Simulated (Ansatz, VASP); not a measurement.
Two plane-wave programs on TaN

Contents of INCAR:

```
SYSTEM = TaN
  ALGO = Normal
  EDIFF = 1E-6
  ENCUT = 700
  GGA = PE
  GGA_COMPAT = .False.
  ISIF = 2
  ISMEAR = -1
  LASPH = .True.
  LCHARG = .True.
  LELF = .True.
  LREAL = .False.
  LVHAR = .True.
  LWAVE = .False.
  NBANDS = 26
  NELM = 120
  PREC = Accurate
  SIGMA = 0.03
```

File KPOINTS:

```
k-points
0
Gamma
  7 7 4
  0 0 0
```

Contents of POSCAR:

```
TaN
1.0
    3.0500000000      0.0000000000      0.0000000000
   -1.5250000000      2.6413774815      0.0000000000
    0.0000000000      0.0000000000      4.9400000000
Ta N
2 2
Direct
    0.2833333333      0.6416666667     -0.0086250000
    0.6666666667      0.3333333333      0.5000000000
    0.3333333333      0.6666666667      0.3850000000
    0.7166666667      0.3583333333      0.8936250000
```

Input for Ansatz:

```yaml
crystal:
  lattice:
    - [3.05, 0.0, 0.0]
    - [-1.525, 2.6413774815, 0.0]
    - [0.0, 0.0, 4.94]
  atoms:
    - { symbol: Ta, position: [0.2833333333, 0.6416666667, -0.008625] }
    - { symbol: Ta, position: [0.6666666667, 0.3333333333, 0.5] }
    - { symbol: "N", position: [0.3333333333, 0.6666666667, 0.385] }
    - { symbol: "N", position: [0.7166666667, 0.3583333333, 0.893625] }
kpoints:
  mp_grid: { grid: [7, 7, 4] }
scf:
  occupations: { method: fermi_dirac, width: 0.03 }
hamiltonian:
  xc: pbe
  pseudopotentials: { kind: paw }
output:
  forces: true
  stress: true
  eigenvalues: true
  populations: true
```

Change from the starting cell: shortest bond scaled by 0.85, PAW files.

Alike in both runs: task single point; functional PBE; k mesh 7 × 7 × 4; occupations fermi-dirac, width 0.03 eV; no spin polarisation.

|  | VASP | Ansatz |
| --- | --- | --- |
| version | VASP 6.6.1 | Ansatz 0.2.0 |
| potentials or method | VASP PAW PBE potentials, release 64 (Ta_sv_GW, N) | PAW with Ansatz's default frozen-core files, scalar-relativistic |
| plane-wave cutoff (eV) | 700 | 420 |
| valence electrons in the cell | 36 | 36 |

```tsv
	VASP	Ansatz	Ansatz less VASP
pressure (GPa)	156.0	154.0	-2.05
traceless stress, the component that is largest in VASP (GPa)	51.42	50.34	-1.082
rms of the force components (eV/Å)	7.370	7.215	-0.1541
```

Atom by atom the forces differ by 0.155 eV/Å (rms over components). Both programs put the cell under a high pressure, so it lies far from rest at this level.

Neither program's run includes spin-orbit coupling. Noted on VASP's run: the cell as given lies far from equilibrium.
